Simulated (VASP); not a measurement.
The system is Sn.

```
Sn
1.0
     0.00000    3.23334    3.23334
     3.23334    0.00000    3.23334
     3.23334    3.23334    0.00000
Sn
2
Direct
  0.00000 0.00000 0.00000
  0.25000 0.25000 0.25000
```

This isn't the form of Sn at room conditions, which is tetragonal (white tin).

- Program: VASP 6.6.1
- Task: relaxation of cell and atoms
- Functional: PBEsol
- Potentials or basis: VASP PAW PBE potentials, release 64 (Sn_d)
- Cutoff: 500 eV
- k mesh: 5 × 5 × 5
- Occupations: fermi-dirac, width 0.1 eV
- Spin: no spin polarisation

At the start: pressure 1.7 GPa; volume 33.80 Å³/atom.

Question: How do energy, volume and symmetry change on relaxing?

Answer: Over 3 steps the energy falls by 6.8 meV/atom and the volume is 35.13 Å³/atom (+3.9 %); space group Fd-3m (No. 227, to 0.1 Å) before and after.

The path:
```tsv
step	energy change (eV)	largest force (eV/Å)	pressure (GPa)	volume (Å³)
1	0.0000	0.0000	1.71	67.61
2	-0.0121	0.0000	-0.51	71.19
3	-0.0136	0.0000	-0.01	70.26
```

Final structure:
```cif
data_structure
_symmetry_space_group_name_H-M 'P 1'
_symmetry_Int_Tables_number 1
_cell_length_a 4.6316
_cell_length_b 4.6316
_cell_length_c 4.6316
_cell_angle_alpha 60.000
_cell_angle_beta 60.000
_cell_angle_gamma 60.000
_cell_volume 70.26
loop_
_atom_site_label
_atom_site_type_symbol
_atom_site_fract_x
_atom_site_fract_y
_atom_site_fract_z
_atom_site_occupancy
Sn1 Sn 0.00000 0.00000 0.00000 1
Sn2 Sn 0.25000 0.25000 0.25000 1
```

Caveat: the PAW data sets were made with another functional, which shifts forces and pressure a little.
